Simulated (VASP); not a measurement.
MgRh, 2 atoms in the cell. Symmetry: P4mm, No. 99, tetragonal system. The conventional cell has a = 3.099 Å, b = 3.099 Å, c = 3.099 Å, α = 90.00°, β = 90.00°, γ = 90.00°. Within 3.4 Å of Mg (site symmetry 4mm) lie 8 Rh at 2.61 to 2.77 Å and 6 Mg at 3.10 Å. Within 3.4 Å of Rh (site symmetry 4mm) lie 8 Mg at 2.61 to 2.77 Å and 6 Rh at 3.10 Å. 

| Quantity | Value |
| --- | --- |
| Program | VASP 6.6.1 |
| Task | single point |
| Functional | PBEsol |
| Potentials or basis | VASP PAW PBE potentials, release 64 (Mg, Rh_pv) |
| Cutoff | 520 eV |
| k mesh | 5 × 5 × 5 |
| Occupations | fermi-dirac, width 0.05 eV |
| Spin | no spin polarisation |
| Dipole correction | no |
| Further INCAR settings | ALGO = Normal; EDIFF = 1e-06; NBANDS = 16 |

Potentials or basis: VASP PAW PBE potentials, release 64 (Mg, Rh_pv).

Launch:

```console
$ cat potpaw_PBE.64/Mg/POTCAR potpaw_PBE.64/Rh_pv/POTCAR > POTCAR
$ mpirun -np 1 vasp_std > vasp.out
```

Hardware: 1 thread of AMD EPYC 9R45 96-Core Processor (Zen 5), with other jobs on the host.

Q: How long does it take, and how much memory?

A: It took 5.1 s on 1 thread of AMD EPYC 9R45 96-Core Processor (Zen 5), with other jobs on the host, peak memory 0.11 GiB. Counts: scf iterations 13, k points 18.
